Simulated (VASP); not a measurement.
AlN: single point with PBE

Crystal: AlN.

```
CELL_PARAMETERS angstrom
3.31348 0.00000 0.00000
-1.65674 2.86956 0.00000
0.00000 0.00000 4.06200
ATOMIC_POSITIONS crystal
Al 0.33333 0.66667 0.75000
Al 0.66667 0.33333 0.25000
N 0.33333 0.66667 0.25000
N 0.66667 0.33333 0.75000
```

| Property | Result |
| --- | --- |
| Program | VASP 6.6.1 |
| Task | single point |
| Functional | PBE |
| Potentials or basis | VASP PAW PBE potentials, release 64 (Al, N) |
| Cutoff | 520 eV |
| k mesh | 9 × 9 × 6 |
| Occupations | gaussian, width 0.05 eV |
| Spin | no spin polarisation |
| Dipole correction | no |
| Further INCAR settings | ALGO = Normal; EDIFF = 1e-06; NBANDS = 16 |

```
Pressure               : 6.0 GPa
Band gap on the k mesh : 3.57 eV, direct
```

Stress tensor (GPa, compression positive):
```
4.07 0.00 0.00
0.00 4.07 0.00
0.00 0.00 9.77
```

Levels at points of the mesh, in eV from the valence-band top:
| k point | band 6 | band 7 | band 8 | band 9 | band 10 | band 11 |
| --- | --- | --- | --- | --- | --- | --- |
| (0.00, 0.00, 0.00) | -1.48 | -1.48 | 0.00 | 3.57 | 4.66 | 8.36 |
| (0.00, 0.00, 0.50) | -2.45 | -2.45 | -2.45 | 5.94 | 5.94 | 8.48 |

Run time: 30 s on 1 thread of Intel(R) Xeon(R) Platinum 8259CL CPU @ 2.50GHz (Skylake/Cascade Lake) (shared host), peak memory 0.16 GiB.
